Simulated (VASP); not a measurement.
# LiCl (Fm-3m) in VASP: notebook, part 3 of 3

VASP 6.6.1. The steps go on from the part before.

### 5 Single point, r2SCAN0

POSCAR

```
LiCl
1.0
    0.0000000000      2.5647700000      2.5647700000
    2.5647700000      0.0000000000      2.5647700000
    2.5647700000      2.5647700000      0.0000000000
Cl Li
1 1
Direct
    0.5000000000      0.5000000000      0.5000000000
    0.0000000000      0.0000000000      0.0000000000
```

INCAR.step1

```
SYSTEM = LiCl
PREC = Accurate ; ENCUT = 520
EDIFF = 1E-5 ; ISMEAR = 0
SIGMA = 0.01 ; LREAL = .FALSE.
LASPH = .TRUE. ; NELM = 80
ALGO = Normal ; ISIF = 2
LWAVE = .TRUE. ; LCHARG = .FALSE.
GGA = PE ; NBANDS = 12
```

INCAR.step2

```
SYSTEM = LiCl
PREC = Accurate ; ENCUT = 520
EDIFF = 1E-6 ; ISMEAR = 0
SIGMA = 0.01 ; LREAL = .FALSE.
LASPH = .TRUE. ; NELM = 80
ALGO = Normal ; ISIF = 2
LWAVE = .FALSE. ; LCHARG = .FALSE.
METAGGA = R2SCAN ; LHFCALC = .TRUE.
AEXX = 0.25 ; LMIXTAU = .TRUE.
PRECFOCK = Normal ; ISTART = 1
NBANDS = 12
```

KPOINTS

```
regular mesh
0
G
  5 5 5
  0 0 0
```

Potentials or basis: VASP PAW PBE potentials, release 64 (Cl, Li_sv).

Command:

```console
$ cat potpaw_PBE.64/Cl/POTCAR potpaw_PBE.64/Li_sv/POTCAR > POTCAR
$ cp INCAR.step1 INCAR
$ mpirun -np 1 vasp_std > vasp.out
$ cp INCAR.step2 INCAR
$ mpirun -np 1 vasp_std > vasp.out
```

OUTCAR:

```text
SYSTEM = LiCl
   PREC = Accurate
   ENCUT = 520
   EDIFF = 1E-6
   ISMEAR = 0
   LREAL = .FALSE.
   LASPH = .TRUE.
   NELM = 80
   ISIF = 2
   METAGGA = R2SCAN
   LHFCALC = .TRUE.
   AEXX = 0.25
   PRECFOCK = Normal
   ISTART = 1

 ion  position               nearest neighbor table
   1  0.500  0.500  0.500-   2 2.56   2 2.56   2 2.56   2 2.56   2 2.56   2 2.56
   2  0.000  0.000  0.000-   1 2.56   1 2.56   1 2.56   1 2.56   1 2.56   1 2.56

  LATTYP: Found a face centered cubic cell.
 ALAT       =     5.1295400000

  Lattice vectors:

 A1 = (   0.0000000000,   2.5647700000,   2.5647700000)
 A2 = (   2.5647700000,   0.0000000000,   2.5647700000)
 A3 = (   2.5647700000,   2.5647700000,   0.0000000000)

Analysis of symmetry for initial positions (statically):
=====================================================================
 Subroutine PRICEL returns:
 Original cell was already a primitive cell.

 Routine SETGRP: Setting up the symmetry group for a
 face centered cubic supercell.

 Subroutine GETGRP returns: Found 48 space group operations
 (whereof 48 operations were pure point group operations)
 out of a pool of 48 trial point group operations.

The static configuration has the point symmetry O_h .

Analysis of symmetry for dynamics (positions and initial velocities):
=====================================================================
 Subroutine PRICEL returns:
 Original cell was already a primitive cell.

 Routine SETGRP: Setting up the symmetry group for a
 face centered cubic supercell.

 Subroutine GETGRP returns: Found 48 space group operations
 (whereof 48 operations were pure point group operations)
 out of a pool of 48 trial point group operations.

The dynamic configuration has the point symmetry O_h .

 Subroutine INISYM returns: Found 48 space group operations
 (whereof 48 operations are pure point group operations),
 and found     1 'primitive' translations

----------------------------------------------------------------------------------------

                                     Primitive cell

  volume of cell :      33.7423

  direct lattice vectors                    reciprocal lattice vectors
     0.000000000  2.564770000  2.564770000    -0.194949255  0.194949255  0.194949255
     2.564770000  0.000000000  2.564770000     0.194949255 -0.194949255  0.194949255
     2.564770000  2.564770000  0.000000000     0.194949255  0.194949255 -0.194949255

  length of vectors
     3.627132518  3.627132518  3.627132518     0.337662014  0.337662014  0.337662014

  position of ions in fractional coordinates (direct lattice)
     0.500000000  0.500000000  0.500000000
     0.000000000  0.000000000  0.000000000

  ion indices of the primitive-cell ions
   primitive index   ion index
                 1           1
                 2           2

----------------------------------------------------------------------------------------

 KPOINTS: regular mesh

Automatic generation of k-mesh.
 Grid dimensions read from file:
 generate k-points for:    5    5    5

 Generating k-lattice:

  Cartesian coordinates                     Fractional coordinates (reciprocal lattice)
    -0.038989851  0.038989851  0.038989851     0.200000000  0.000000000  0.000000000
[... 33 lines left out ...]
   NGXF,Y,Z  is equivalent  to a cutoff of  25.67, 25.67, 25.67 a.u.
 SYSTEM =  LiCl
   PREC   = accura    normal or accurate (medium, high low for compatibility)
   ISTART =      1    job   : 0-new  1-cont  2-samecut
   ICHARG =      0    charge: 1-file 2-atom 10-const
   ISPIN  =      1    spin polarized calculation?
   LNONCOLLINEAR =      F non collinear calculations
   LSORBIT =      F    spin-orbit coupling
   LASPH  =      T    aspherical Exc in radial PAW
   ENCUT  =  520.0 eV  38.22 Ry    6.18 a.u.   6.74  6.74  6.74*2*pi/ulx,y,z
   NELM   =     80;   NELMIN=  2; NELMDL=  0     # of ELM steps
   EDIFF  = 0.1E-05   stopping-criterion for ELM
   LREAL  =      F    real-space projection
   EDIFFG = 0.1E-04   stopping-criterion for IOM
   NSW    =      0    number of steps for IOM
   IBRION =     -1    ionic relax: 0-MD 1-quasi-New 2-CG
   NFREE  =      0    steps in history (QN), initial steepest desc. (CG)
   ISIF   =      2    stress and relaxation
   ISYM   =      3    0-nonsym 1-usesym 2-fastsym
   POTIM  = 0.5000    time-step for ionic-motion
   TEBEG  =    0.0;   TEEND  =   0.0 temperature during run
   PSTRESS=    0.0 pullay stress
   NELECT =      10.0000    total number of electrons
   NUPDOWN=      -1.0000    fix difference up-down
   EMIN   =  10.00;   EMAX   =-10.00  energy-range for DOS
   EFERMI =   0.00;   METHOD = LEGACY
   ISMEAR =     0;   SIGMA  =   0.01  broadening in eV -4-tet -1-fermi 0-gaus
   EFERMI_NEDOS =   21; number of points for ismear=-14 and -15
   IALGO  =     38    algorithm
   IMIX   =      1    mixing-type and parameters
     AMIX     =   0.40;   BMIX     =  1.00
     AMIX_MAG =   1.60;   BMIX_MAG =  1.00
  volume/ion in A,a.u.               =      16.87       113.85
  Fermi-wavevector in a.u.,A,eV,Ry     =   1.091482  2.062601 16.209056  1.191332
  Thomas-Fermi vector in A             =   2.227728
   LORBIT       =      0    0 simple, 1 ext, 2 COOP (PROOUT), +10 PAW based schemes
   METAGGA = R2SCAN    functional components
   LHFCALC =     T    Hartree Fock is set to
   PRECFOCK=normal    Normal, Fast or Accurate (Low or Medium for compatibility)
   ENCUT4O =  -1.0   cutoff for four orbital integrals eV
   NKREDX  =     1    reduce k-point grid by
   NKREDY  =     1    reduce k-point grid by
   NKREDZ  =     1    reduce k-point grid by
   AEXX    =    0.2500 exact exchange contribution
   HFSCREEN=    0.0000 screening length (either q_TF or 0.3 A-1)
   HFSCREENC=   0.0000 screening length for correlation (either q_TF or 0.3 A-1)
   ENCUTFOCK=  -1.0 apply spherical cutoff to Coloumb kernel
   IVDW    =     0    specifies the selected vdW correction
   LEPSILON=     F    determine dielectric tensor
   LRPA    =     F    only Hartree local field effects (RPA)
 non-spin polarized calculation
 Gauss-broadening in eV      SIGMA  =   0.01
  energy-cutoff  :      520.00
  volume of cell :       33.74
 maximum number of plane-waves:       922
  NGX = 24; NGY = 24; NGZ = 24

 number of electron      10.0000005 magnetization

 Free energy of the ion-electron system (eV)
  ---------------------------------------------------
  ext. energy  EPLUGINS =         0.00000000
  ---------------------------------------------------
  free energy    TOTEN  =       -12.84948683 eV

  energy without entropy =      -12.84948683  energy(sigma->0) =      -12.84948683

 E-fermi :  -0.8865     XC(G=0):  -7.1799

 val. band max:       -1.0225545879   @ k =   0.0000   0.0000   0.0000
 cond. band min:       8.0150110930   @ k =   0.0000   0.0000   0.0000
 fundamental gap:      9.0375656809
 Fermi energy:        -0.8864922526

 k-point     1 :       0.0000    0.0000    0.0000
  band No.  band energies     occupation
      1     -48.2841      2.00000
      2     -16.0854      2.00000
      3      -1.0226      2.00000
      4      -1.0226      2.00000
      5      -1.0226      2.00000
      6       8.0150      0.00000
      7      13.6531      0.00000
      8      13.6531      0.00000
      9      13.6531      0.00000
     10      16.5780      0.00000
     11      16.5781      0.00000
     12      16.8759      0.00000
[... 121 lines left out ...]
 k-point    10 :      -0.4000    0.4000    0.2000
  band No.  band energies     occupation
      1     -48.2804      2.00000
      2     -15.2545      2.00000
      3      -3.5707      2.00000
      4      -2.9090      2.00000
      5      -1.9712      2.00000
      6      11.0345      0.00000
      7      11.4108      0.00000
      8      11.5206      0.00000
      9      13.7593      0.00000
     10      17.0779      0.00000
     11      18.7313      0.00000
     12      21.1593      0.00000

------------------------ aborting loop because EDIFF is reached ----------------------------------------

  FORCE on cell =-STRESS in cart. coord.  units (eV):
  Direction    XX          YY          ZZ          XY          YZ          ZX
  --------------------------------------------------------------------------------------
  -------------------------------------------------------------------------------------
  Total       -0.2244182     -0.2244182     -0.2244182      0.0000000      0.0000000      0.0000000
  in kB      -10.6559801    -10.6559801    -10.6559801      0.0000000      0.0000000      0.0000000
  external PRESSURE =     -10.6559801 kB  Pullay stress =       0.0000000 kB

 VOLUME and BASIS-vectors are now :
 -----------------------------------------------------------------------------
  energy-cutoff  :      520.00
  volume of cell :       33.74
      direct lattice vectors                 reciprocal lattice vectors
     0.000000000  2.564770000  2.564770000    -0.194949255  0.194949255  0.194949255
     2.564770000  0.000000000  2.564770000     0.194949255 -0.194949255  0.194949255
     2.564770000  2.564770000  0.000000000     0.194949255  0.194949255 -0.194949255

 POSITION                                       TOTAL-FORCE (eV/Angst)
 -----------------------------------------------------------------------------------
      2.56477      2.56477      2.56477        -0.000000      0.000000     -0.000000
      0.00000      0.00000      0.00000         0.000000     -0.000000      0.000000
 -----------------------------------------------------------------------------------
    total drift:                                0.000000     -0.000000      0.000000

  FREE ENERGIE OF THE ION-ELECTRON SYSTEM (eV)
  ---------------------------------------------------
  free  energy   TOTEN  =       -12.8494868327 eV

  energy  without entropy=      -12.8494868327  energy(sigma->0) =      -12.84948683
```

Run time: 6.3 min. Hardware: 1 thread of Intel Xeon Platinum 8375C at 2.90GHz (Ice Lake), shared host; peak memory 0.16 GiB.

What came out:

```yaml
Free_energy: -12.8495 eV
Band_gap_on_the_k_mesh: 9.04 eV, direct
```

Caveat: the k points lie up to 0.42 Å⁻¹ apart; the cutoff is under 1.25 times the usual one of these potentials, so pressure, stress and relaxed cells hold a basis-set (Pulay) error; the PAW data sets were made with another functional, which shifts forces and pressure a little.

### 6 Summary

| task | level | potentials or basis | cell | k mesh | cutoff (eV) | smearing | grid for exact exchange (PRECFOCK) | gap on the mesh (eV) | pressure (GPa) | relaxed volume (Å³/atom) |
| --- | --- | --- | --- | --- | --- | --- | --- | --- | --- | --- |
| relaxation of cell and atoms | LDA | VASP PAW LDA potentials, release 64 (Cl, Li_sv) | relaxed | 9 × 9 × 9 | 600 | fermi-dirac 0.05 eV | - | 6.57 | 0.0 | 15.25 |
| relaxation of cell and atoms | PBEsol | VASP PAW PBE potentials, release 64 (Cl, Li_sv) | relaxed | 9 × 9 × 9 | 600 | fermi-dirac 0.05 eV | - | 6.36 | -0.1 | 16.23 |
| single point | PBE | VASP PAW PBE potentials, release 64 (Cl, Li_sv) | as given | 6 × 6 × 6 | 520 | gaussian 0.01 eV | - | 6.34 | - | - |
| single point | r2SCAN0 | VASP PAW PBE potentials, release 64 (Cl, Li_sv) | as given | 5 × 5 × 5 | 520 | gaussian 0.01 eV | Normal | 9.04 | - | - |

Alike in all rows: no spin polarisation.

Caveats: some runs use coarse meshes; the cutoff is under 1.25 times the usual one of these potentials, so pressure, stress and relaxed cells hold a basis-set (Pulay) error; the PAW data sets were made with another functional, which shifts forces and pressure a little (some runs).

Total energies depend on the potentials used, so only differences within one code and one set of settings carry meaning.
